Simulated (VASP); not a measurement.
# KCl (I4/mmm) in VASP: single point with r2SCAN

Aim: the single point of KCl with r2SCAN.

Program: VASP 6.6.1. These are calculated values, not measurements. Logs are shortened: lines on timing, memory, paths and dates and some standing lists are left out, and cuts for length are marked.

### Step 1. The cell of the first run

The structure is tetragonal, space group I4/mmm (No. 139). Conventional cell: a = 4.182 Å, b = 4.182 Å, c = 6.402 Å, α = 90.00°, β = 90.00°, γ = 90.00°. K (site symmetry 4/mmm) has 6 Cl at 2.96 to 3.20 Å within 3.9 Å. Cl (site symmetry 4/mmm) has 6 K at 2.96 to 3.20 Å within 3.9 Å.

### Step 2. Single point, r2SCAN (epitaxial xy strain -6.0%)

The input, POSCAR:

```
KCl
1.0
    0.0000000000      2.9571008111      3.2009935677
    2.9571008111      0.0000000000      3.2009935677
    2.9571008111      2.9571008111      0.0000000000
K Cl
1 1
Direct
    0.0000000000      0.0000000000      0.0000000000
    0.5000000000      0.5000000000      0.5000000000
```

The input, INCAR.step1:

```
SYSTEM = KCl
PREC = Accurate ; ENCUT = 520
ISMEAR = 0 ; SIGMA = 0.01
LREAL = .FALSE. ; LASPH = .TRUE.
NELM = 80 ; NBANDS = 15
GGA = PE ; ALGO = Normal
EDIFF = 1E-4 ; LWAVE = .TRUE.
LCHARG = .FALSE.
```

The input, INCAR.step2:

```
SYSTEM = KCl
PREC = Accurate ; ENCUT = 520
EDIFF = 1E-7 ; ISMEAR = 0
SIGMA = 0.01 ; LREAL = .FALSE.
LASPH = .TRUE. ; NELM = 80
ALGO = Normal ; ISIF = 2
LWAVE = .FALSE. ; LCHARG = .FALSE.
METAGGA = R2SCAN ; LMIXTAU = .TRUE.
NBANDS = 15 ; ISTART = 1
```

The input, KPOINTS:

```
Automatic mesh
0
G
  8 8 8
  0 0 0
```

Potentials or basis: VASP PAW PBE potentials, release 64 (K_sv, Cl).

Run with:

```console
> cat potpaw_PBE.64/K_sv/POTCAR potpaw_PBE.64/Cl/POTCAR > POTCAR
> cp INCAR.step1 INCAR
> mpirun -np 1 vasp_std > vasp.out
> cp INCAR.step2 INCAR
> mpirun -np 1 vasp_std > vasp.out
```

OUTCAR:

```text
SYSTEM = KCl
   PREC = Accurate
   ENCUT = 520
   EDIFF = 1E-7
   ISMEAR = 0
   LREAL = .FALSE.
   LASPH = .TRUE.
   NELM = 80
   ISIF = 2
   METAGGA = R2SCAN
   ISTART = 1

 ion  position               nearest neighbor table
   1  0.000  0.000  0.000-   2 2.96   2 2.96   2 2.96   2 2.96   2 3.20   2 3.20
   2  0.500  0.500  0.500-   1 2.96   1 2.96   1 2.96   1 2.96   1 3.20   1 3.20

  LATTYP: Found a body centered tetragonal cell.
 ALAT       =     4.1819720724
 C/A-ratio  =     1.5308536319

  Lattice vectors:

 A1 = (  -2.9571008111,   0.0000000000,   3.2009935677)
 A2 = (   2.9571008111,   0.0000000000,   3.2009935677)
 A3 = (   0.0000000000,   2.9571008111,  -3.2009935677)

Analysis of symmetry for initial positions (statically):
=====================================================================
 Subroutine PRICEL returns:
 Original cell was already a primitive cell.

 Routine SETGRP: Setting up the symmetry group for a
 body centered tetragonal supercell.

 Subroutine GETGRP returns: Found 16 space group operations
 (whereof 16 operations were pure point group operations)
 out of a pool of 16 trial point group operations.

The static configuration has the point symmetry D_4h.

Analysis of symmetry for dynamics (positions and initial velocities):
=====================================================================
 Subroutine PRICEL returns:
 Original cell was already a primitive cell.

 Routine SETGRP: Setting up the symmetry group for a
 body centered tetragonal supercell.

 Subroutine GETGRP returns: Found 16 space group operations
 (whereof 16 operations were pure point group operations)
 out of a pool of 16 trial point group operations.

The dynamic configuration has the point symmetry D_4h.

 Subroutine INISYM returns: Found 16 space group operations
 (whereof 16 operations are pure point group operations),
 and found     1 'primitive' translations

----------------------------------------------------------------------------------------

                                     Primitive cell

  volume of cell :      55.9818

  direct lattice vectors                    reciprocal lattice vectors
     0.000000000  2.957100811  3.200993568    -0.169084530  0.169084530  0.156201501
     2.957100811  0.000000000  3.200993568     0.169084530 -0.169084530  0.156201501
     2.957100811  2.957100811  0.000000000     0.169084530  0.169084530 -0.156201501

  length of vectors
     4.357844080  4.357844080  4.181972072     0.285618741  0.285618741  0.285618741

  position of ions in fractional coordinates (direct lattice)
     0.000000000  0.000000000  0.000000000
     0.500000000  0.500000000  0.500000000

  ion indices of the primitive-cell ions
   primitive index   ion index
                 1           1
                 2           2

----------------------------------------------------------------------------------------

 KPOINTS: Automatic mesh

Automatic generation of k-mesh.
 Grid dimensions read from file:
 generate k-points for:    8    8    8

 Generating k-lattice:

  Cartesian coordinates                     Fractional coordinates (reciprocal lattice)
    -0.021135566  0.021135566  0.019525188     0.125000000 -0.000000000  0.000000000
     0.021135566 -0.021135566  0.019525188    -0.000000000  0.125000000  0.000000000
     0.021135566  0.021135566 -0.019525188     0.000000000  0.000000000  0.125000000

  Length of vectors
     0.035702343  0.035702343  0.035702343

  Shift w.r.t. Gamma in fractional coordinates (k-lattice)
     0.000000000  0.000000000  0.000000000

 Subroutine IBZKPT returns following result:
 ===========================================

 Found     59 irreducible k-points:

 Following reciprocal coordinates:
            Coordinates               Weight
  0.000000  0.000000  0.000000      1.000000
  0.125000 -0.000000  0.000000      8.000000
  0.250000 -0.000000  0.000000      8.000000
  0.375000 -0.000000  0.000000      8.000000
  0.500000 -0.000000  0.000000      4.000000
  0.125000  0.125000  0.000000      2.000000
[... 16 lines left out ...]
  0.250000 -0.000000  0.125000     16.000000
  0.375000 -0.000000  0.125000     16.000000
 [... further k-points ...]
   k-points           NKPTS =     59   k-points in BZ     NKDIM =     59   number of bands    NBANDS=     15
   number of dos      NEDOS =    301   number of ions     NIONS =      2
   total plane-waves  NPLWV =  32768
   dimension x,y,z NGX =    32 NGY =   32 NGZ =   32
   dimension x,y,z NGXF=    64 NGYF=   64 NGZF=   64
   ions per type =               1   1
   NGX,Y,Z   is equivalent  to a cutoff of  12.21, 12.21, 12.72 a.u.
   NGXF,Y,Z  is equivalent  to a cutoff of  24.42, 24.42, 25.44 a.u.
 SYSTEM =  KCl
   PREC   = accura    normal or accurate (medium, high low for compatibility)
   ISTART =      1    job   : 0-new  1-cont  2-samecut
   ICHARG =      0    charge: 1-file 2-atom 10-const
   ISPIN  =      1    spin polarized calculation?
   LNONCOLLINEAR =      F non collinear calculations
   LSORBIT =      F    spin-orbit coupling
   LASPH  =      T    aspherical Exc in radial PAW
   ENCUT  =  520.0 eV  38.22 Ry    6.18 a.u.   8.10  8.10  7.78*2*pi/ulx,y,z
   NELM   =     80;   NELMIN=  2; NELMDL=  0     # of ELM steps
   EDIFF  = 0.1E-06   stopping-criterion for ELM
   LREAL  =      F    real-space projection
   EDIFFG = 0.1E-05   stopping-criterion for IOM
   NSW    =      0    number of steps for IOM
   IBRION =     -1    ionic relax: 0-MD 1-quasi-New 2-CG
   NFREE  =      0    steps in history (QN), initial steepest desc. (CG)
   ISIF   =      2    stress and relaxation
   ISYM   =      2    0-nonsym 1-usesym 2-fastsym
   POTIM  = 0.5000    time-step for ionic-motion
   TEBEG  =    0.0;   TEEND  =   0.0 temperature during run
   PSTRESS=    0.0 pullay stress
   NELECT =      16.0000    total number of electrons
   NUPDOWN=      -1.0000    fix difference up-down
   EMIN   =  10.00;   EMAX   =-10.00  energy-range for DOS
   EFERMI =   0.00;   METHOD = LEGACY
   ISMEAR =     0;   SIGMA  =   0.01  broadening in eV -4-tet -1-fermi 0-gaus
   EFERMI_NEDOS =   21; number of points for ismear=-14 and -15
   IALGO  =     38    algorithm
   IMIX   =      4    mixing-type and parameters
     AMIX     =   0.40;   BMIX     =  1.00
     AMIX_MAG =   1.60;   BMIX_MAG =  1.00
  volume/ion in A,a.u.               =      27.99       188.89
  Fermi-wavevector in a.u.,A,eV,Ry     =   1.078365  2.037814 15.821823  1.162871
  Thomas-Fermi vector in A             =   2.214302
   LORBIT       =      0    0 simple, 1 ext, 2 COOP (PROOUT), +10 PAW based schemes
   METAGGA = R2SCAN    functional components
   LHFCALC =     F    Hartree Fock is set to
   AEXX    =    0.0000 exact exchange contribution
   IVDW    =     0    specifies the selected vdW correction
   LEPSILON=     F    determine dielectric tensor
   LRPA    =     F    only Hartree local field effects (RPA)
 non-spin polarized calculation
 Gauss-broadening in eV      SIGMA  =   0.01
  energy-cutoff  :      520.00
  volume of cell :       55.98
 maximum number of plane-waves:      1520
   NGX = 17   NGY = 17   NGZ = 15

 number of electron      16.0000000 magnetization

 Free energy of the ion-electron system (eV)
  ---------------------------------------------------
  ext. energy  EPLUGINS =         0.00000000
  ---------------------------------------------------
  free energy    TOTEN  =       -16.41023496 eV

  energy without entropy =      -16.41023496  energy(sigma->0) =      -16.41023496

 E-fermi :  -1.6886     XC(G=0):  -8.4323

 val. band max:       -1.7619910914   @ k =   0.0000   0.0000   0.0000
 cond. band min:       4.3847878932   @ k =   0.0000   0.0000   0.0000
 fundamental gap:      6.1467789846
 Fermi energy:        -1.6885638734

 k-point     1 :       0.0000    0.0000    0.0000
  band No.  band energies     occupation
      1     -29.8106      2.00000
      2     -14.6143      2.00000
      3     -12.5101      2.00000
      4     -12.5096      2.00000
      5     -12.5096      2.00000
      6      -1.8641      2.00000
      7      -1.7620      2.00000
      8      -1.7620      2.00000
      9       4.3848      0.00000
     10       6.8994      0.00000
     11       7.4591      0.00000
     12       7.4591      0.00000
     13       8.2370      0.00000
     14       8.5629      0.00000
     15      12.0063      0.00000

 k-point     2 :       0.1250   -0.0000    0.0000
  band No.  band energies     occupation
      1     -29.8079      2.00000
      2     -14.6542      2.00000
      3     -12.5146      2.00000
      4     -12.5081      2.00000
      5     -12.4558      2.00000
      6      -2.0255      2.00000
      7      -1.8886      2.00000
      8      -1.8342      2.00000
      9       4.7897      0.00000
     10       7.0079      0.00000
     11       7.4490      0.00000
     12       7.6743      0.00000
     13       8.4976      0.00000
     14       8.8426      0.00000
     15      12.7056      0.00000

 k-point     3 :       0.2500   -0.0000    0.0000
  band No.  band energies     occupation
      1     -29.8012      2.00000
      2     -14.7439      2.00000
      3     -12.5255      2.00000
      4     -12.5045      2.00000
      5     -12.3317      2.00000
      6      -2.4904      2.00000
      7      -2.0451      2.00000
      8      -2.0010      2.00000
      9       5.7014      0.00000
     10       7.0773      0.00000
     11       7.9986      0.00000
     12       8.2914      0.00000
     13       9.2107      0.00000
     14       9.6129      0.00000
     15      13.1327      0.00000
[... 343 lines left out ...]
 k-point    23 :       0.2500   -0.0000    0.1250
  band No.  band energies     occupation
      1     -29.8010      2.00000
      2     -14.7279      2.00000
      3     -12.5344      2.00000
      4     -12.5280      2.00000
      5     -12.3313      2.00000
      6      -2.4669      2.00000
      7      -2.0150      2.00000
      8      -1.9459      2.00000
      9       5.5581      0.00000
     10       6.5886      0.00000
     11       8.1222      0.00000
     12       8.5547      0.00000
     13       8.8874      0.00000
     14       9.8889      0.00000
     15      13.2951      0.00000

 k-point    24 :       0.3750   -0.0000    0.1250
  band No.  band energies     occupation
      1     -29.7944      2.00000
      2     -14.7849      2.00000
      3     -12.5433      2.00000
      4     -12.5250      2.00000
      5     -12.2646      2.00000
      6      -2.7810      2.00000
      7      -2.1681      2.00000
      8      -2.1059      2.00000
      9       6.2960      0.00000
     10       6.9184      0.00000
     11       9.0280      0.00000
     12       9.3914      0.00000
     13       9.6506      0.00000
     14      10.5078      0.00000
     15      12.2753      0.00000

 [... further k-points ...]
[... 5 lines left out ...]
  --------------------------------------------------------------------------------------
  -------------------------------------------------------------------------------------
  Total        1.6734506      1.6734506     -0.0324011      0.0000000      0.0000000     -0.0000000
  in kB       47.8934841     47.8934841     -0.9273055      0.0000000      0.0000000     -0.0000000
  external PRESSURE =      31.6198876 kB  Pullay stress =       0.0000000 kB

 VOLUME and BASIS-vectors are now :
 -----------------------------------------------------------------------------
  energy-cutoff  :      520.00
  volume of cell :       55.98
      direct lattice vectors                 reciprocal lattice vectors
     0.000000000  2.957100811  3.200993568    -0.169084530  0.169084530  0.156201501
     2.957100811  0.000000000  3.200993568     0.169084530 -0.169084530  0.156201501
     2.957100811  2.957100811  0.000000000     0.169084530  0.169084530 -0.156201501

 POSITION                                       TOTAL-FORCE (eV/Angst)
 -----------------------------------------------------------------------------------
      0.00000      0.00000      0.00000        -0.000000      0.000000     -0.000000
      2.95710      2.95710      3.20099         0.000000     -0.000000      0.000000
 -----------------------------------------------------------------------------------
    total drift:                                0.000000     -0.000000     -0.000000

  FREE ENERGIE OF THE ION-ELECTRON SYSTEM (eV)
  ---------------------------------------------------
  free  energy   TOTEN  =       -16.4102349649 eV

  energy  without entropy=      -16.4102349649  energy(sigma->0) =      -16.41023496
```

Wall time 3.9 min (1 thread of Intel Xeon 8259CL, shared host); peak memory 0.21 GiB.

Results:

| Property | Result |
| --- | --- |
| Free energy | -16.4102 eV |
| Pressure | 3.2 GPa |
| Band gap on the k mesh | 6.15 eV, direct |

Caveat: the cell differs from its parent crystal (epitaxial xy strain -6.0%); the PAW data sets were made with another functional, which shifts forces and pressure a little.
